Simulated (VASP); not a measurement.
# ZnS (P1) in VASP: single point with PBE

Aim: the single point of ZnS with PBE.

Everything below comes from runs of VASP 6.6.1. Logs are shortened: lines on timing, memory, paths and dates and some standing lists are left out, and cuts for length are marked.

## Step 1: The cell of the first run

The typed cell holds 4 atoms: a = 3.811 Å, b = 3.795 Å, c = 6.234 Å, α = 89.79°, β = 89.43°, γ = 119.57°.

## Step 2: Single point, PBE (equal xy, yz and zx shear strains of +1 %)

The input, INCAR:

```
  PREC = Accurate
  ENCUT = 520
  EDIFF = 1E-7
  ISMEAR = -1
  SIGMA = 0.03
  LREAL = False
  LASPH = True
  NELM = 100
  ALGO = Normal
  ISIF = 2
  LWAVE = False
  LCHARG = True
  GGA = PE
  LELF = True
  LVHAR = True
  NBANDS = 26
```

The input, KPOINTS:

```
Automatic mesh
0
Gamma
  8 8 5
```

The input, POSCAR:

```
ZnS
1.0
    3.8109987816      0.0190549939      0.0190549939
   -1.8889972820      3.2908942616      0.0069746118
    0.0311700000      0.0311700000      6.2340000000
Zn S
2 2
Direct
    0.3333333333      0.6666666667      0.0000000000
    0.6666666667      0.3333333333      0.5000000000
    0.3333333333      0.6666666667      0.3850000000
    0.6666666667      0.3333333333      0.8850000000
```

Potentials or basis: VASP PAW PBE potentials, release 64 (Zn, S).

Started as:

```console
$ cat potpaw_PBE.64/Zn/POTCAR potpaw_PBE.64/S/POTCAR > POTCAR
$ mpirun -np 1 vasp_std > vasp.out
```

OUTCAR:

```text
PREC = Accurate
   ENCUT = 520
   EDIFF = 1E-7
   ISMEAR = -1
   LREAL = False
   LASPH = True
   NELM = 100
   ISIF = 2
   GGA = PE

 ion  position               nearest neighbor table
   1  0.333  0.667  0.000-   4 2.30   4 2.31   4 2.33   3 2.40
   2  0.667  0.333  0.500-   3 2.31   3 2.31   3 2.32   4 2.40
   3  0.333  0.667  0.385-   2 2.31   2 2.31   2 2.32   1 2.40
   4  0.667  0.333  0.885-   1 2.30   1 2.31   1 2.33   2 2.40

  LATTYP: Found a triclinic cell.
 ALAT       =     3.8276012565
 B/A-ratio  =     0.9913558883
 C/A-ratio  =     1.6287370158
 COS(alpha) =     0.0036852528
 COS(beta)  =     0.0136346634
 COS(gamma) =     0.5000188430

  Lattice vectors:

 A1 = (   1.9220014996,   3.3099492555,   0.0260296057)
 A2 = (  -1.8889972820,   3.2908942616,   0.0069746118)
 A3 = (   0.0311700000,   0.0311700000,   6.2340000000)

Analysis of symmetry for initial positions (statically):
=====================================================================
 Subroutine PRICEL returns:
 Original cell was already a primitive cell.

 Routine SETGRP: Setting up the symmetry group for a
 triclinic supercell.

 Subroutine GETGRP returns: Found  1 space group operations
 (whereof  1 operations were pure point group operations)
 out of a pool of  2 trial point group operations.

The static configuration has the point symmetry C_1 .

Analysis of symmetry for dynamics (positions and initial velocities):
=====================================================================
 Subroutine PRICEL returns:
 Original cell was already a primitive cell.

 Routine SETGRP: Setting up the symmetry group for a
 triclinic supercell.

 Subroutine GETGRP returns: Found  1 space group operations
 (whereof  1 operations were pure point group operations)
 out of a pool of  2 trial point group operations.

The dynamic configuration has the point symmetry C_1 .

 Subroutine INISYM returns: Found  1 space group operations
 (whereof  1 operations are pure point group operations),
 and found     1 'primitive' translations

----------------------------------------------------------------------------------------

                                     Primitive cell

  volume of cell :      78.4048

  direct lattice vectors                    reciprocal lattice vectors
     3.810998782  0.019054994  0.019054994     0.261657712  0.150197797 -0.002059278
    -1.888997282  3.290894262  0.006974612    -0.001507496  0.303006654 -0.001507496
     0.031170000  0.031170000  6.234000000    -0.000798103 -0.000798103  0.160418632

  length of vectors
     3.811094055  3.794515044  6.234155848     0.301709094  0.303014154  0.160422603

  position of ions in fractional coordinates (direct lattice)
     0.333333333  0.666666667  0.000000000
     0.666666667  0.333333333  0.500000000
     0.333333333  0.666666667  0.385000000
     0.666666667  0.333333333  0.885000000

  ion indices of the primitive-cell ions
   primitive index   ion index
                 1           1
                 2           2
                 3           3
                 4           4

----------------------------------------------------------------------------------------

 KPOINTS: Automatic mesh

Automatic generation of k-mesh.
 Grid dimensions read from file:
 generate k-points for:    8    8    5

 Generating k-lattice:

  Cartesian coordinates                     Fractional coordinates (reciprocal lattice)
     0.032707214  0.018774725 -0.000257410     0.125000000  0.000000000 -0.000000000
    -0.000188437  0.037875832 -0.000188437     0.000000000  0.125000000  0.000000000
    -0.000159621 -0.000159621  0.032083726     0.000000000 -0.000000000  0.200000000

  Length of vectors
     0.037713637  0.037876769  0.032084521

  Shift w.r.t. Gamma in fractional coordinates (k-lattice)
     0.000000000  0.000000000  0.000000000

 Subroutine IBZKPT returns following result:
 ===========================================

 Found    162 irreducible k-points:

 Following reciprocal coordinates:
            Coordinates               Weight
  0.000000  0.000000  0.000000      1.000000
  0.125000 -0.000000  0.000000      2.000000
  0.250000 -0.000000  0.000000      2.000000
  0.375000  0.000000  0.000000      2.000000
  0.500000 -0.000000  0.000000      1.000000
  0.000000  0.125000  0.000000      2.000000
[... 16 lines left out ...]
  0.125000  0.375000  0.000000      2.000000
  0.250000  0.375000  0.000000      2.000000
 [... further k-points ...]
   k-points           NKPTS =    162   k-points in BZ     NKDIM =    162   number of bands    NBANDS=     26
   number of dos      NEDOS =    301   number of ions     NIONS =      4
   total plane-waves  NPLWV =  37632
   dimension x,y,z NGX =    28 NGY =   28 NGZ =   48
   dimension x,y,z NGXF=    56 NGYF=   56 NGZF=   96
   ions per type =               2   2
   NGX,Y,Z   is equivalent  to a cutoff of  12.21, 12.27, 12.80 a.u.
   NGXF,Y,Z  is equivalent  to a cutoff of  24.43, 24.53, 25.60 a.u.
 SYSTEM =  unknown system
   PREC   = accura    normal or accurate (medium, high low for compatibility)
   ISTART =      0    job   : 0-new  1-cont  2-samecut
   ICHARG =      2    charge: 1-file 2-atom 10-const
   ISPIN  =      1    spin polarized calculation?
   LNONCOLLINEAR =      F non collinear calculations
   LSORBIT =      F    spin-orbit coupling
   LASPH  =      T    aspherical Exc in radial PAW
   ENCUT  =  520.0 eV  38.22 Ry    6.18 a.u.   7.09  7.06 11.59*2*pi/ulx,y,z
   NELM   =    100;   NELMIN=  2; NELMDL= -5     # of ELM steps
   EDIFF  = 0.1E-06   stopping-criterion for ELM
   LREAL  =      F    real-space projection
   EDIFFG = 0.1E-05   stopping-criterion for IOM
   NSW    =      0    number of steps for IOM
   IBRION =     -1    ionic relax: 0-MD 1-quasi-New 2-CG
   NFREE  =      0    steps in history (QN), initial steepest desc. (CG)
   ISIF   =      2    stress and relaxation
   ISYM   =      2    0-nonsym 1-usesym 2-fastsym
   POTIM  = 0.5000    time-step for ionic-motion
   TEBEG  =    0.0;   TEEND  =   0.0 temperature during run
   PSTRESS=    0.0 pullay stress
   NELECT =      36.0000    total number of electrons
   NUPDOWN=      -1.0000    fix difference up-down
   EMIN   =  10.00;   EMAX   =-10.00  energy-range for DOS
   EFERMI =   0.00;   METHOD = LEGACY
   ISMEAR =    -1;   SIGMA  =   0.03  broadening in eV -4-tet -1-fermi 0-gaus
   EFERMI_NEDOS =   21; number of points for ismear=-14 and -15
   IALGO  =     38    algorithm
   IMIX   =      4    mixing-type and parameters
     AMIX     =   0.40;   BMIX     =  1.00
     AMIX_MAG =   1.60;   BMIX_MAG =  1.00
  volume/ion in A,a.u.               =      19.60       132.28
  Fermi-wavevector in a.u.,A,eV,Ry     =   1.262975  2.386677 21.702738  1.595106
  Thomas-Fermi vector in A             =   2.396356
   LORBIT       =      0    0 simple, 1 ext, 2 COOP (PROOUT), +10 PAW based schemes
   GGA     = PE    functional components
   LHFCALC =     F    Hartree Fock is set to
   AEXX    =    0.0000 exact exchange contribution
   IVDW    =     0    specifies the selected vdW correction
   LEPSILON=     F    determine dielectric tensor
   LRPA    =     F    only Hartree local field effects (RPA)
 non-spin polarized calculation
  energy-cutoff  :      520.00
  volume of cell :       78.40
 maximum number of plane-waves:      2130
   NGX = 15   NGY = 15   NGZ = 23

 number of electron      35.9999976 magnetization

 Free energy of the ion-electron system (eV)
  ---------------------------------------------------
  ext. energy  EPLUGINS =         0.00000000
  ---------------------------------------------------
  free energy    TOTEN  =       -13.65049838 eV

  energy without entropy =      -13.65049838  energy(sigma->0) =      -13.65049838

 E-fermi :   2.7909     XC(G=0):  -9.6517

 val. band max:        2.1789322741   @ k =   0.0000   0.0000   0.0000
 cond. band min:       4.4147263533   @ k =   0.0000   0.0000   0.0000
 fundamental gap:      2.2357940792
 Fermi energy:         2.7909089960

 k-point     1 :       0.0000    0.0000    0.0000
  band No.  band energies     occupation
      1     -11.0309      2.00000
      2     -10.1075      2.00000
      3      -4.2081      2.00000
      4      -4.2053      2.00000
      5      -4.1441      2.00000
      6      -4.1415      2.00000
[... 18 lines left out ...]
     25       9.8435      0.00000
     26      11.4749      0.00000

 k-point     2 :       0.1250   -0.0000    0.0000
  band No.  band energies     occupation
      1     -10.9258      2.00000
      2     -10.0474      2.00000
      3      -4.2139      2.00000
      4      -4.1833      2.00000
      5      -4.1376      2.00000
      6      -4.1107      2.00000
[... 18 lines left out ...]
     25      10.3128      0.00000
     26      10.7904      0.00000

 k-point     3 :       0.2500   -0.0000    0.0000
  band No.  band energies     occupation
      1     -10.6443      2.00000
      2      -9.9070      2.00000
      3      -4.2152      2.00000
      4      -4.1285      2.00000
      5      -4.1152      2.00000
      6      -4.0299      2.00000
[... 18 lines left out ...]
     25      10.5700      0.00000
     26      11.0973      0.00000

 k-point     4 :       0.3750    0.0000    0.0000
  band No.  band energies     occupation
      1     -10.2972      2.00000
      2      -9.7932      2.00000
      3      -4.1865      2.00000
      4      -4.0844      2.00000
      5      -4.0510      2.00000
      6      -3.9449      2.00000
[... 18 lines left out ...]
     25      10.9592      0.00000
     26      12.3947      0.00000

 k-point     5 :       0.5000   -0.0000    0.0000
  band No.  band energies     occupation
      1     -10.1084      2.00000
      2      -9.7774      2.00000
      3      -4.1722      2.00000
      4      -4.0701      2.00000
      5      -3.9601      2.00000
      6      -3.9096      2.00000
[... 18 lines left out ...]
     25      11.2398      0.00000
     26      13.5098      0.00000

 k-point     6 :       0.0000    0.1250    0.0000
  band No.  band energies     occupation
      1     -10.9245      2.00000
      2     -10.0464      2.00000
      3      -4.2153      2.00000
      4      -4.1814      2.00000
      5      -4.1351      2.00000
      6      -4.1120      2.00000
[... 427 lines left out ...]
 k-point    21 :      -0.1250    0.2500    0.0000
  band No.  band energies     occupation
      1     -10.7247      2.00000
      2      -9.9418      2.00000
      3      -4.2123      2.00000
      4      -4.1462      2.00000
      5      -4.1037      2.00000
      6      -4.0822      2.00000
[... 18 lines left out ...]
     25      10.7699      0.00000
     26      10.8386      0.00000

 k-point    22 :       0.0000    0.3750    0.0000
  band No.  band energies     occupation
      1     -10.2872      2.00000
      2      -9.7878      2.00000
      3      -4.1862      2.00000
      4      -4.0812      2.00000
      5      -4.0469      2.00000
      6      -3.9400      2.00000
[... 18 lines left out ...]
     25      10.9694      0.00000
     26      12.4343      0.00000

 k-point    23 :       0.1250    0.3750    0.0000
  band No.  band energies     occupation
      1     -10.1066      2.00000
      2      -9.7686      2.00000
      3      -4.1497      2.00000
      4      -4.0666      2.00000
      5      -3.9347      2.00000
      6      -3.9116      2.00000
[... 18 lines left out ...]
     25      11.2965      0.00000
     26      12.4167      0.00000

 k-point    24 :       0.2500    0.3750    0.0000
  band No.  band energies     occupation
      1      -9.9349      2.00000
      2      -9.7952      2.00000
      3      -4.1357      2.00000
      4      -3.9992      2.00000
      5      -3.9156      2.00000
      6      -3.8643      2.00000
[... 18 lines left out ...]
     25      11.8330      0.00000
     26      12.0956      0.00000

 [... further k-points ...]

------------------------ aborting loop because EDIFF is reached ----------------------------------------

  FORCE on cell =-STRESS in cart. coord.  units (eV):
  Direction    XX          YY          ZZ          XY          YZ          ZX
  --------------------------------------------------------------------------------------
  -------------------------------------------------------------------------------------
  Total        1.5676640      1.5656188      0.5542666     -0.2903595     -0.1773036     -0.1773360
  in kB       32.0347245     31.9929315     11.3262656     -5.9334061     -3.6231431     -3.6238060
  external PRESSURE =      25.1179739 kB  Pullay stress =       0.0000000 kB

 VOLUME and BASIS-vectors are now :
 -----------------------------------------------------------------------------
  energy-cutoff  :      520.00
  volume of cell :       78.40
      direct lattice vectors                 reciprocal lattice vectors
     3.810998782  0.019054994  0.019054994     0.261657712  0.150197797 -0.002059278
    -1.888997282  3.290894262  0.006974612    -0.001507496  0.303006654 -0.001507496
     0.031170000  0.031170000  6.234000000    -0.000798103 -0.000798103  0.160418632

 POSITION                                       TOTAL-FORCE (eV/Angst)
 -----------------------------------------------------------------------------------
      0.01100      2.20028      0.01100        -0.096094     -0.037255      0.324617
      1.92659      1.12525      3.13203         0.019457     -0.039289      0.322793
      0.02300      2.21228      2.41109        -0.033531      0.039301     -0.322314
      1.93859      1.13725      5.53212         0.110168      0.037242     -0.325096
 -----------------------------------------------------------------------------------
    total drift:                               -0.000021     -0.000029      0.000434

  FREE ENERGIE OF THE ION-ELECTRON SYSTEM (eV)
  ---------------------------------------------------
  free  energy   TOTEN  =       -13.6504983757 eV

  energy  without entropy=      -13.6504983757  energy(sigma->0) =      -13.65049838
```

It took 4.7 min on 1 thread of Intel Xeon 8259CL, shared host; peak memory 0.38 GiB.

What came out:

```yaml
Free_energy: -13.6505 eV
Pressure: 2.5 GPa
Largest_force: 0.345 eV/Å
Band_gap_on_the_k_mesh: 2.24 eV
```

Forces in eV/Å, atoms in the order of the input:
```
Zn  -0.096 -0.037  0.325
Zn   0.019 -0.039  0.323
S   -0.034  0.039 -0.322
S    0.110  0.037 -0.325
```

Caveat: the cell differs from its parent crystal (equal xy, yz and zx shear strains of +1 %).
